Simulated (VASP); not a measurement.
# CdS (P6_3mc) in VASP: settings compared

CdS is run at these levels: BLYP+D4, PBE-based screened hybrid with 40 % exact exchange, PBE-based screened hybrid with 50 % exact exchange, PBE exchange alone; tasks: relaxation of cell and atoms, single point.

All numbers are computed with VASP 6.6.1; they aren't measurements. Logs are shortened: lines on timing, memory, paths and dates and some standing lists are left out, and cuts for length are marked.

## Step 1: The cell of the first run

Symmetry: P6_3mc, No. 186, hexagonal system. The conventional cell has a = 4.150 Å, b = 4.150 Å, c = 6.737 Å, α = 90.00°, β = 90.00°, γ = 120.00°. Cd (site symmetry 3m) has 4 S at 2.53 to 2.54 Å within 3.3 Å. S (site symmetry 3m) has 4 Cd at 2.53 to 2.54 Å within 3.3 Å.

## Step 2: Relaxation of cell and atoms, BLYP+D4

Contents of INCAR:

```
SYSTEM = CdS
AGGAC = 1.0 ; AGGAX = 1.0
ALDAC = 0.0 ; ALDAX = 1.0
ALGO = Normal ; EDIFF = 1E-6
EDIFFG = -0.01 ; ENCUT = 600
GGA = B5 ; IBRION = 2
ISIF = 3 ; ISMEAR = -1
IVDW = 13 ; LASPH = .True.
LCHARG = .False. ; LREAL = .False.
LWAVE = .False. ; NELM = 80
NSW = 60 ; PREC = Accurate
SIGMA = 0.05 ; VDW_A1 = 0.44488865
VDW_A2 = 4.0933009 ; VDW_S6 = 1.0
VDW_S8 = 2.34076671
```

Contents of KPOINTS:

```
k-points
0
Gamma
  7 7 4
  0 0 0
```

Contents of POSCAR:

```
CdS
1.0
    4.1500000000      0.0000000000      0.0000000000
   -2.0750000000      3.5940054257      0.0000000000
    0.0000000000      0.0000000000      6.7370000000
Cd S
2 2
Direct
    0.6666666667      0.3333333333      0.5000000000
    0.3333333333      0.6666666667      0.0000000000
    0.6666666667      0.3333333333      0.8750000000
    0.3333333333      0.6666666667      0.3750000000
```

Potentials or basis: VASP PAW PBE potentials, release 64 (Cd, S).

Started as:

```bash
$ cat potpaw_PBE.64/Cd/POTCAR potpaw_PBE.64/S/POTCAR > POTCAR
$ mpirun -np 1 vasp_std > vasp.out
```

OUTCAR:

```text
SYSTEM = CdS
   EDIFF = 1E-6
   EDIFFG = -0.01
   ENCUT = 600
   GGA = B5
   IBRION = 2
   ISIF = 3
   ISMEAR = -1
   IVDW = 13
   LASPH = .True.
   LREAL = .False.
   NELM = 80
   NSW = 60
   PREC = Accurate

 ion  position               nearest neighbor table
   1  0.667  0.333  0.500-   3 2.53   4 2.54   4 2.54   4 2.54
   2  0.333  0.667  0.000-   4 2.53   3 2.54   3 2.54   3 2.54
   3  0.667  0.333  0.875-   1 2.53   2 2.54   2 2.54   2 2.54
   4  0.333  0.667  0.375-   2 2.53   1 2.54   1 2.54   1 2.54

  LATTYP: Found a hexagonal cell.
 ALAT       =     4.1500000000
 C/A-ratio  =     1.6233734940

  Lattice vectors:

 A1 = (   4.1500000000,   0.0000000000,   0.0000000000)
 A2 = (  -2.0750000000,   3.5940054257,   0.0000000000)
 A3 = (   0.0000000000,   0.0000000000,   6.7370000000)

Analysis of symmetry for initial positions (statically):
=====================================================================
 Subroutine PRICEL returns:
 Original cell was already a primitive cell.

 Routine SETGRP: Setting up the symmetry group for a
 hexagonal supercell.

 Subroutine GETGRP returns: Found 12 space group operations
 (whereof  6 operations were pure point group operations)
 out of a pool of 24 trial point group operations.

The static configuration has the point symmetry C_3v.
 The point group associated with its full space group is C_6v.

Analysis of symmetry for dynamics (positions and initial velocities):
=====================================================================
 Subroutine PRICEL returns:
 Original cell was already a primitive cell.

 Routine SETGRP: Setting up the symmetry group for a
 hexagonal supercell.

 Subroutine GETGRP returns: Found 12 space group operations
 (whereof  6 operations were pure point group operations)
 out of a pool of 24 trial point group operations.

The dynamic configuration has the point symmetry C_3v.
 The point group associated with its full space group is C_6v.

 Subroutine INISYM returns: Found 12 space group operations
 (whereof  6 operations are pure point group operations),
 and found     1 'primitive' translations

----------------------------------------------------------------------------------------

                                     Primitive cell

  volume of cell :     100.4832

  direct lattice vectors                    reciprocal lattice vectors
     4.150000000  0.000000000  0.000000000     0.240963855  0.139120547  0.000000000
    -2.075000000  3.594005426  0.000000000     0.000000000  0.278241094  0.000000000
     0.000000000  0.000000000  6.737000000     0.000000000  0.000000000  0.148434021

  length of vectors
     4.150000000  4.150000000  6.737000000     0.278241094  0.278241094  0.148434021

  position of ions in fractional coordinates (direct lattice)
     0.666666667  0.333333333  0.500000000
     0.333333333  0.666666667  0.000000000
     0.666666667  0.333333333  0.875000000
     0.333333333  0.666666667  0.375000000

  ion indices of the primitive-cell ions
   primitive index   ion index
                 1           1
                 2           2
                 3           3
                 4           4

----------------------------------------------------------------------------------------

 KPOINTS: k-points

Automatic generation of k-mesh.
 Grid dimensions read from file:
 generate k-points for:    7    7    4

 Generating k-lattice:

  Cartesian coordinates                     Fractional coordinates (reciprocal lattice)
     0.034423408  0.019874364  0.000000000     0.142857143  0.000000000  0.000000000
     0.000000000  0.039748728  0.000000000     0.000000000  0.142857143  0.000000000
     0.000000000  0.000000000  0.037108505     0.000000000  0.000000000  0.250000000

  Length of vectors
     0.039748728  0.039748728  0.037108505

  Shift w.r.t. Gamma in fractional coordinates (k-lattice)
     0.000000000  0.000000000  0.000000000

 Subroutine IBZKPT returns following result:
 ===========================================

 Found     24 irreducible k-points:

 Following reciprocal coordinates:
            Coordinates               Weight
  0.000000  0.000000  0.000000      1.000000
  0.142857 -0.000000  0.000000      6.000000
  0.285714 -0.000000  0.000000      6.000000
  0.428571 -0.000000  0.000000      6.000000
  0.142857  0.142857  0.000000      6.000000
  0.285714  0.142857  0.000000     12.000000
[... 16 lines left out ...]
  0.428571  0.142857  0.500000      6.000000
  0.285714  0.285714  0.500000      6.000000
   k-points           NKPTS =     24   k-points in BZ     NKDIM =     24   number of bands    NBANDS=     22
   number of dos      NEDOS =    301   number of ions     NIONS =      4
   total plane-waves  NPLWV =  69984
   dimension x,y,z NGX =    36 NGY =   36 NGZ =   54
   dimension x,y,z NGXF=    72 NGYF=   72 NGZF=  108
   ions per type =               2   2
   NGX,Y,Z   is equivalent  to a cutoff of  14.42, 14.42, 13.33 a.u.
   NGXF,Y,Z  is equivalent  to a cutoff of  28.84, 28.84, 26.65 a.u.
 SYSTEM =  CdS
   PREC   = accura    normal or accurate (medium, high low for compatibility)
   ISTART =      0    job   : 0-new  1-cont  2-samecut
   ICHARG =      2    charge: 1-file 2-atom 10-const
   ISPIN  =      1    spin polarized calculation?
   LNONCOLLINEAR =      F non collinear calculations
   LSORBIT =      F    spin-orbit coupling
   LASPH  =      T    aspherical Exc in radial PAW
   ENCUT  =  600.0 eV  44.10 Ry    6.64 a.u.   8.29  8.29 13.46*2*pi/ulx,y,z
   NELM   =     80;   NELMIN=  2; NELMDL= -5     # of ELM steps
   EDIFF  = 0.1E-05   stopping-criterion for ELM
   LREAL  =      F    real-space projection
   EDIFFG = -.1E-01   stopping-criterion for IOM
   NSW    =     60    number of steps for IOM
   IBRION =      2    ionic relax: 0-MD 1-quasi-New 2-CG
   NFREE  =      1    steps in history (QN), initial steepest desc. (CG)
   ISIF   =      3    stress and relaxation
   ISYM   =      2    0-nonsym 1-usesym 2-fastsym
   POTIM  = 0.5000    time-step for ionic-motion
   TEBEG  =    0.0;   TEEND  =   0.0 temperature during run
   PSTRESS=    0.0 pullay stress
   NELECT =      36.0000    total number of electrons
   NUPDOWN=      -1.0000    fix difference up-down
   EMIN   =  10.00;   EMAX   =-10.00  energy-range for DOS
   EFERMI =   0.00;   METHOD = LEGACY
   ISMEAR =    -1;   SIGMA  =   0.05  broadening in eV -4-tet -1-fermi 0-gaus
   EFERMI_NEDOS =   21; number of points for ismear=-14 and -15
   IALGO  =     38    algorithm
   IMIX   =      4    mixing-type and parameters
     AMIX     =   0.40;   BMIX     =  1.00
     AMIX_MAG =   1.60;   BMIX_MAG =  1.00
  volume/ion in A,a.u.               =      25.12       169.52
  Fermi-wavevector in a.u.,A,eV,Ry     =   1.162727  2.197236 18.394190  1.351935
  Thomas-Fermi vector in A             =   2.299285
   LORBIT       =      0    0 simple, 1 ext, 2 COOP (PROOUT), +10 PAW based schemes
   GGA     = B5    functional components
   LHFCALC =     F    Hartree Fock is set to
   AEXX    =    0.0000 exact exchange contribution
   IVDW    =    13    specifies the selected vdW correction
   LEPSILON=     F    determine dielectric tensor
   LRPA    =     F    only Hartree local field effects (RPA)
 conjugate gradient relaxation of ions
 non-spin polarized calculation
  energy-cutoff  :      600.00
  volume of cell :      100.48
 maximum number of plane-waves:      3376
 NGX is ok and might be reduce to    36
   NGX = 17   NGY = 17   NGZ = 27

--------------------------------------- Ionic step        1  -------------------------------------------

 number of electron      36.0000008 magnetization

 Free energy of the ion-electron system (eV)
  ---------------------------------------------------
  ext. energy  EPLUGINS =         0.00000000
  ---------------------------------------------------
  free energy    TOTEN  =       -10.26522438 eV

  energy without entropy =      -10.26522416  energy(sigma->0) =      -10.26522427

------------------------ aborting loop because EDIFF is reached ----------------------------------------

  DFT-D4 for vdW energy calculation

  Edisp (eV):   -2.31852

  FORCE on cell =-STRESS in cart. coord.  units (eV):
  Direction    XX          YY          ZZ          XY          YZ          ZX
  --------------------------------------------------------------------------------------
  -------------------------------------------------------------------------------------
  Total       0.67895     0.67895     1.20717     0.00000     0.00000     0.00000
  in kB      10.82564    10.82564    19.24792     0.00000     0.00000     0.00000
  external pressure =       13.63 kB  Pullay stress =        0.00 kB

 VOLUME and BASIS-vectors are now :
 -----------------------------------------------------------------------------
  energy-cutoff  :      600.00
  volume of cell :      100.48
      direct lattice vectors                 reciprocal lattice vectors
     4.150000000  0.000000000  0.000000000     0.240963855  0.139120547  0.000000000
    -2.075000000  3.594005426  0.000000000     0.000000000  0.278241094  0.000000000
     0.000000000  0.000000000  6.737000000     0.000000000  0.000000000  0.148434021

 POSITION                                       TOTAL-FORCE (eV/Angst)
 -----------------------------------------------------------------------------------
      2.07500      1.19800      3.36850        -0.000000     -0.000000     -0.063913
     -0.00000      2.39600      0.00000         0.000000      0.000000     -0.063913
      2.07500      1.19800      5.89487        -0.000000      0.000000      0.063913
     -0.00000      2.39600      2.52637         0.000000      0.000000      0.063913
 -----------------------------------------------------------------------------------
    total drift:                               -0.000000      0.000000     -0.000882
[... 25 lines left out ...]
 VOLUME and BASIS-vectors are now :
 -----------------------------------------------------------------------------
  energy-cutoff  :      600.00
  volume of cell :      103.62
      direct lattice vectors                 reciprocal lattice vectors
     4.183982521  0.000000000  0.000000000     0.239006735  0.137990603  0.000000000
    -2.091991261  3.623435153 -0.000000000    -0.000000000  0.275981205  0.000000000
     0.000000000  0.000000000  6.835085411    -0.000000000  0.000000000  0.146303951

 POSITION                                       TOTAL-FORCE (eV/Angst)
 -----------------------------------------------------------------------------------
      2.09199      1.20781      3.41441         0.000000      0.000000      0.018237
     -0.00000      2.41562      6.83196         0.000000     -0.000000      0.018237
      2.09199      1.20781      5.98383         0.000000     -0.000000     -0.018237
     -0.00000      2.41562      2.56629        -0.000000      0.000000     -0.018237
 -----------------------------------------------------------------------------------
    total drift:                               -0.000000     -0.000000      0.000377

  FREE ENERGIE OF THE ION-ELECTRON SYSTEM (eV)
  ---------------------------------------------------
  free  energy   TOTEN  =       -12.5937946823 eV

  energy  without entropy=      -12.5937941897  energy(sigma->0) =      -12.59379444

--------------------------------------- Ionic step        3  -------------------------------------------

 number of electron      36.0000006 magnetization

 Free energy of the ion-electron system (eV)
  ---------------------------------------------------
  ext. energy  EPLUGINS =         0.00000000
  ---------------------------------------------------
  free energy    TOTEN  =       -10.33824964 eV

  energy without entropy =      -10.33824923  energy(sigma->0) =      -10.33824944

 E-fermi :   1.9725     XC(G=0):  -8.5130

 val. band max:        1.3926421858   @ k =   0.0000   0.0000   0.0000
 cond. band min:       2.4901118033   @ k =   0.0000   0.0000   0.0000
 fundamental gap:      1.0974696175
 Fermi energy:         1.9725241570

 k-point     1 :       0.0000    0.0000    0.0000
  band No.  band energies     occupation
      1     -10.7600      2.00000
      2     -10.3700      2.00000
      3      -6.2490      2.00000
      4      -6.2390      2.00000
      5      -6.2390      2.00000
      6      -6.1622      2.00000
[... 14 lines left out ...]
     21       7.8800      0.00000
     22       7.8800      0.00000

 k-point     2 :       0.1429   -0.0000    0.0000
  band No.  band energies     occupation
      1     -10.6950      2.00000
      2     -10.3416      2.00000
      3      -6.2268      2.00000
      4      -6.2131      2.00000
      5      -6.1873      2.00000
      6      -6.1306      2.00000
[... 581 lines left out ...]
 VOLUME and BASIS-vectors are now :
 -----------------------------------------------------------------------------
  energy-cutoff  :      600.00
  volume of cell :      102.86
      direct lattice vectors                 reciprocal lattice vectors
     4.175822279  0.000000000  0.000000000     0.239473793  0.138260259  0.000000000
    -2.087911139  3.616368175 -0.000000000    -0.000000000  0.276520518  0.000000000
     0.000000000  0.000000000  6.811532104    -0.000000000  0.000000000  0.146809849

 POSITION                                       TOTAL-FORCE (eV/Angst)
 -----------------------------------------------------------------------------------
      2.08791      1.20546      3.40339         0.000000      0.000000      0.001305
     -0.00000      2.41091      6.80915        -0.000000     -0.000000      0.001305
      2.08791      1.20546      5.96247         0.000000     -0.000000     -0.001305
     -0.00000      2.41091      2.55670        -0.000000     -0.000000     -0.001305
 -----------------------------------------------------------------------------------
    total drift:                               -0.000000     -0.000000      0.000265

  FREE ENERGIE OF THE ION-ELECTRON SYSTEM (eV)
  ---------------------------------------------------
  free  energy   TOTEN  =       -12.5948660918 eV

  energy  without entropy=      -12.5948656854  energy(sigma->0) =      -12.59486589

 reached required accuracy - stopping structural energy minimisation
```

It took 4.5 min on 1 thread of Intel Xeon 8259CL, shared host; peak memory 0.29 GiB.

Results:

| Item | Value |
| --- | --- |
| Free energy | -12.5949 eV |
| Relaxed volume | 25.72 Å³/atom |
| Relaxed cell | a = 4.176 Å, b = 4.176 Å, c = 6.812 Å, α = 90.00°, β = 90.00°, γ = 120.00° |
| Space group after relaxing (to 0.1 Å) | P6_3mc (No. 186) |
| Energy gained by relaxing | 2.8 meV/atom |
| Ionic steps | 3 |
| Pressure after relaxing | 0.0 GPa |
| Band gap on the k mesh | 1.10 eV |
| Dispersion energy per atom | -0.564 eV |

Step by step:
```tsv
step	energy change (eV)	largest force (eV/Å)	pressure (GPa)	volume (Å³)
1	0.0000	0.0639	1.36	100.48
2	-0.0101	0.0182	-0.43	103.62
3	-0.0111	0.0013	-0.02	102.86
```

Final structure:
```yaml
crystal:
  lattice:
    - [4.17582, 0.00000, 0.00000]
    - [-2.08791, 3.61637, 0.00000]
    - [0.00000, 0.00000, 6.81153]
  atoms:
    - { symbol: Cd, position: [0.66667, 0.33333, 0.49965] }
    - { symbol: Cd, position: [0.33333, 0.66667, 0.99965] }
    - { symbol: S, position: [0.66667, 0.33333, 0.87535] }
    - { symbol: S, position: [0.33333, 0.66667, 0.37535] }
```

Levels at points of the mesh, in eV from the valence-band top:
```
           k point  band 16  band 17  band 18  band 19  band 20  band 21
(0.00, 0.00, 0.00)    -0.05     0.00     0.00     1.10     2.74     6.49
(0.00, 0.00, 0.50)    -0.36    -0.36    -0.36     2.75     2.75     6.19
```

Caveat: the PAW data sets were made with another functional, which shifts forces and pressure a little.

[end of part 1 of 2]
